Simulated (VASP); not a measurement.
## ZnO: single point with PBE

ZnO:

```
Zn O
1.0
     3.16024    0.00000    0.00000
    -1.58012    2.73685    0.00000
     0.00000    0.00000    5.06301
Zn O
2 2
Cartesian
  0.0000 1.8246 2.5315
  1.5801 0.9123 0.0000
  1.5801 0.9123 1.9189
  0.0000 1.8246 4.4504
```

```
Program             : VASP 6.6.1
Task                : single point
Functional          : PBE
Potentials or basis : VASP PAW PBE potentials, release 64 (Zn, O_h)
Cutoff              : 910 eV
k mesh              : 12 × 12 × 4
Occupations         : gaussian, width 0.01 eV
Spin                : no spin polarisation
```

| Property | Result |
| --- | --- |
| Pressure | 21.1 GPa |
| Largest force | 0.107 eV/Å |
| Band gap on the k mesh | 0.91 eV |

Forces on the atoms (eV/Å):
```
Zn   0.000  0.000 -0.107
Zn   0.000  0.000 -0.107
O    0.000  0.000  0.107
O    0.000  0.000  0.107
```

Stress tensor (GPa, compression positive):
```
20.33  0.00  0.00
 0.00 20.33  0.00
 0.00  0.00 22.60
```

Levels at points of the mesh, in eV from the valence-band top:
```tsv
k point	band 15	band 16	band 17	band 18	band 19	band 20	band 21	band 22
(0.00, 0.00, 0.00)	-0.91	-0.10	0.00	0.00	0.91	5.52	8.54	13.27
(0.50, 0.00, 0.00)	-3.07	-2.57	-1.41	-0.94	6.13	6.96	7.72	9.04
(0.00, 0.00, 0.50)	-0.45	-0.45	-0.45	-0.45	3.66	3.66	10.46	10.46
(0.50, 0.00, 0.50)	-1.69	-1.69	-1.51	-1.51	5.85	5.85	8.90	8.90
```

It took 2 min on 1 thread of AMD EPYC 7R43 64-Core Processor (Zen 3), with other jobs on the host, peak memory 0.25 GiB.

Caveat: the cutoff is under 1.25 times the usual one of these potentials, so pressure, stress and relaxed cells hold a basis-set (Pulay) error; the cell stands under pressure. Expect the measured gap to be larger: semilocal functionals such as PBE lack the derivative discontinuity.
